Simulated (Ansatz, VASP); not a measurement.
## One calculation of Ba, two programs

INCAR

```
  PREC = Accurate
  ENCUT = 520
  EDIFF = 1E-6
  ISMEAR = 0
  SIGMA = 0.1
  LREAL = F
  LASPH = T
  NELM = 100
  ALGO = Normal
  ISIF = 2
  LWAVE = F
  LCHARG = F
  GGA = PS
  NBANDS = 17
```

Contents of KPOINTS:

```
regular mesh
0
Gamma
  3 3 6
```

The input POSCAR:

```
Ba
1.0
    6.9960670735      0.0000000000      0.0000000000
   -3.4980335368      6.0587718122      0.0000000000
    0.0000000000      0.0000000000      3.9093935500
Ba
2
Direct
    0.3333333300      0.6666666700      0.5000000000
    0.6666666700      0.3333333300      0.5000000000
```

Input for Ansatz:

```yaml
crystal:
  lattice:
    - [6.9960670735, 0.0, 0.0]
    - [-3.4980335368, 6.0587718122, 0.0]
    - [0.0, 0.0, 3.90939355]
  atoms:
    - { symbol: Ba, position: [0.33333333, 0.66666667, 0.5] }
    - { symbol: Ba, position: [0.66666667, 0.33333333, 0.5] }
basis:
  ecutwfc: 420
kpoints:
  mp_grid: { grid: [3, 3, 6] }
hamiltonian:
  xc: pbesol
scf:
  occupations: { method: gaussian, width: 0.1 }
output:
  forces: true
  stress: true
  eigenvalues: true
```

Alike in both runs: task single point; functional PBEsol; k mesh 3 × 3 × 6; occupations gaussian, width 0.1 eV; no spin polarisation.

```csv
,VASP,Ansatz
version,VASP 6.6.1,Ansatz 0.2.0
potentials or method,"VASP PAW PBE potentials, release 64 (Ba_sv), cutoff 520 eV","scalar-relativistic, plane waves, PAW"
valence electrons in the cell,20,20
```

Ansatz gave:

- gap on the k mesh at the Fermi level (eV): none
- pressure (GPa): -0.2
- traceless stress, the component that is largest in VASP (GPa): -0.33

Task: Which values does VASP return?

Result: gap on the k mesh at the Fermi level (eV): none; pressure (GPa): -0.2; traceless stress, the component that is largest in VASP (GPa): -0.30.

VASP's potentials were made for PBE, not for PBEsol. A gap of «none» marks a metal or a gap that the smearing closes.

Spin-orbit coupling is off throughout.
